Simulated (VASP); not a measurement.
The system is Si.

```
Si
1.0
    -2.32296    2.32296    1.30213
     2.32296   -2.32296    1.30213
     2.32296    2.32296   -1.30213
Si
2
Direct
  0.50000 0.50000 0.00000
  0.25000 0.75000 0.50000
```

Base run:

- Program: VASP 6.6.1
- Functional: r2SCAN
- Potentials or basis: VASP PAW PBE potentials, release 64 (Si)
- Cutoff: 520 eV
- k mesh: 11 × 11 × 11
- Occupations: fermi-dirac, width 0.05 eV
- Spin: no spin polarisation

Its results: band gap on the k mesh zero (bands 4 and 5 overlap by 6.65 eV); pressure 10.9 GPa.

Problem. The run is repeated on the same cell with these changes: functional from r2SCAN to PBEsol; further incar settings from ALGO = Normal; EDIFF = 1e-07; NBANDS = 11 to ALGO = Normal; EDIFF = 1e-06; NBANDS = 11. What comes out?

Solution. Band gap on the k mesh zero (bands 4 and 5 overlap by 6.32 eV); pressure 9.3 GPa.

Caveats: the cell stands under pressure; the PAW data sets were made with another functional, which shifts forces and pressure a little.
